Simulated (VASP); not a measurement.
Wanted: the native input for a VASP 6.6.1 run.

```
Task                   : single point
Functional             : PBE
Potentials or basis    : VASP PAW PBE potentials, release 64 (Pb_d)
Cutoff                 : 520 eV
k mesh                 : 13 × 13 × 12
Occupations            : fermi-dirac, width 0.1 eV
Spin                   : no spin polarisation
Dipole correction      : no
Further INCAR settings : ALGO = Normal; EDIFF = 1e-07; NBANDS = 13
```

The structure of Pb lies in POSCAR:

```
Pb
1.0
    3.3055757462      0.0000000000      0.0000000000
   -1.6527878731      2.8627125703      0.0000000000
    0.0000000000      0.0000000000      3.1484641698
Pb
1
Direct
    0.0000000000      0.0000000000      0.0000000000
```

The input as run:

INCAR

```
  PREC = Accurate
  ENCUT = 520
  EDIFF = 1E-7
  ISMEAR = -1
  SIGMA = 0.1
  LREAL = False
  LASPH = True
  NELM = 80
  ALGO = Normal
  ISIF = 2
  LWAVE = False
  LCHARG = False
  GGA = PE
  NBANDS = 13
```

KPOINTS

```
Automatic mesh
0
Gamma
  13 13 12
```

Potentials or basis: VASP PAW PBE potentials, release 64 (Pb_d).

Launch:

```console
$ cat potpaw_PBE.64/Pb_d/POTCAR > POTCAR
$ mpirun -np 1 vasp_std > vasp.out
```

It gave:

The pressure is 5.0 GPa. The band gap on the k mesh is zero (band 7 reaches 12.42 eV, above the bottom of band 8 at 5.58 eV).

Caveat: spin-orbit coupling is left out, which moves the levels of the heavy elements.

It took 23 s on 1 thread of Intel Xeon 6975P-C (shared host), peak memory 0.19 GiB.
